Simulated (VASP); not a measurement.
BN, 12 atoms in the cell. Symmetry: P3m1, No. 156, trigonal system. The conventional cell has a = 2.554 Å, b = 2.554 Å, c = 13.431 Å, α = 90.00°, β = 90.00°, γ = 120.00°. Within 2.1 Å of B (site symmetry 3m) lie 4 N at 1.57 to 1.58 Å. B (site symmetry 3m) has 4 N at 1.57 to 1.58 Å within 2.1 Å. B (site symmetry 3m) has 4 N at 1.57 to 1.58 Å within 2.1 Å. B (site symmetry 3m) has 3 N at 1.57 Å within 2.1 Å. Within 2.1 Å of B (site symmetry 3m) lie 4 N at 1.57 to 1.58 Å. B (site symmetry 3m) has 4 N at 1.57 to 1.58 Å within 2.1 Å. N (site symmetry 3m) has 4 B at 1.57 to 1.58 Å within 2.1 Å. N (site symmetry 3m) has 4 B at 1.57 to 1.58 Å within 2.1 Å. 

| Property | Result |
| --- | --- |
| Program | VASP 6.6.1 |
| Task | single point |
| Functional | LDA |
| Potentials or basis | VASP PAW LDA potentials, release 64 (B, N) |
| Cutoff | 520 eV |
| k mesh | 10 × 10 × 2 |
| Occupations | gaussian, width 0.05 eV |
| Spin | no spin polarisation |
| Dipole correction | no |
| Further INCAR settings | ALGO = Normal; EDIFF = 1e-07; NBANDS = 36 |

Potentials or basis: VASP PAW LDA potentials, release 64 (B, N).

Run with:

```console
$ cat potpaw_LDA.64/B/POTCAR potpaw_LDA.64/N/POTCAR > POTCAR
$ mpirun -np 1 vasp_std > vasp.out
```

Hardware: 1 thread of AMD EPYC 9R45 96-Core Processor (Zen 5), on a shared host.

Problem. Estimate the wall time of this run.

Solution. Wall time 49 s on 1 thread of AMD EPYC 9R45 96-Core Processor (Zen 5), on a shared host, peak memory 0.15 GiB. Counts: scf iterations 15, k points 28.
